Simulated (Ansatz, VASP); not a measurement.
## BaTiO3: VASP beside Ansatz

Contents of INCAR:

```
PREC = Accurate
ENCUT = 520
EDIFF = 1E-6
ISMEAR = 0
SIGMA = 0.05
LREAL = F
LASPH = T
NELM = 150
ALGO = Normal
ISIF = 2
LWAVE = F
LCHARG = T
LMAXMIX = 4
LDAU = T
LDAUTYPE = 2
LDAUL = -1 2 -1
LDAUU = 0 4 0
LDAUJ = 0 0 0
LDAUPRINT = 1
GGA = PE
LELF = T
LVHAR = T
NBANDS = 28
```

The input KPOINTS:

```
regular mesh
0
Gamma
  8 8 8
```

POSCAR

```
BaTiO3
1.0
    4.0961333662      0.0000000000      0.0000000000
    0.0000000000      4.0961333662      0.0000000000
    0.0000000000      0.0000000000      4.0961333662
Ba Ti O
1 1 3
Direct
    0.5003431908      0.5000000000      0.5000000000
    0.0127016912      0.0000000000      0.0000000000
    0.4793489537      0.0000000000      0.0000000000
   -0.0101482944      0.5000000000      0.0000000000
   -0.0101482944      0.0000000000      0.5000000000
```

Input for Ansatz:

```yaml
crystal:
  lattice:
    - [4.0961333662, 0.0, 0.0]
    - [0.0, 4.0961333662, 0.0]
    - [0.0, 0.0, 4.0961333662]
  atoms:
    - { symbol: Ba, position: [0.5003431908, 0.5, 0.5] }
    - { symbol: Ti, position: [0.0127016912, 0.0, 0.0] }
    - { symbol: O, position: [0.4793489537, 0.0, 0.0] }
    - { symbol: O, position: [-0.0101482944, 0.5, 0.0] }
    - { symbol: O, position: [-0.0101482944, 0.0, 0.5] }
basis:
  ecutwfc: 520.0
kpoints:
  mp_grid: { grid: [8, 8, 8] }
hamiltonian:
  xc: pbe
  pseudopotentials: { kind: paw, azcp: { folder: soft_1 } }
  hubbard: { sites: [{ species: Ti, l: d, u_eff: 4.0 }] }
scf:
  occupations: { method: gaussian, width: 0.05 }
output:
  forces: true
  stress: true
  eigenvalues: true
```

Change from the starting cell: mode 1 frozen in at -0.083 Å, equal normal strain along x, y and z +0.0167.

Alike in both runs: task single point; functional PBE; k mesh 8 × 8 × 8; occupations gaussian, width 0.05 eV; no spin polarisation; Hubbard terms Ti d U = 4.0 eV.

```csv
,VASP,Ansatz
version,VASP 6.6.1,Ansatz 0.2.0
potentials or method,"VASP PAW PBE potentials, release 64 (Ba_sv, Ti_sv, O), cutoff 520 eV","scalar-relativistic, plane waves, PAW"
valence electrons in the cell,40,40
```

|  | VASP | Ansatz | Ansatz less VASP |
| --- | --- | --- | --- |
| gap on the k mesh at the Fermi level (eV) | 2.10 | 2.14 | +0.043 |
| least direct gap on the mesh (eV) | 2.45 | 2.47 | +0.013 |
| pressure (GPa) | -3.2 | -6.2 | -2.96 |
| traceless stress, the component that is largest in VASP (GPa) | 1.53 | 1.18 | -0.349 |
| rms of the force components (eV/Å) | 0.057 | 0.095 | +0.0384 |

The programs project onto different local orbitals, so the same U acts differently, and such runs can settle in different states. Atom by atom the forces differ by 0.149 eV/Å (rms over components).

Neither program's run includes spin-orbit coupling.
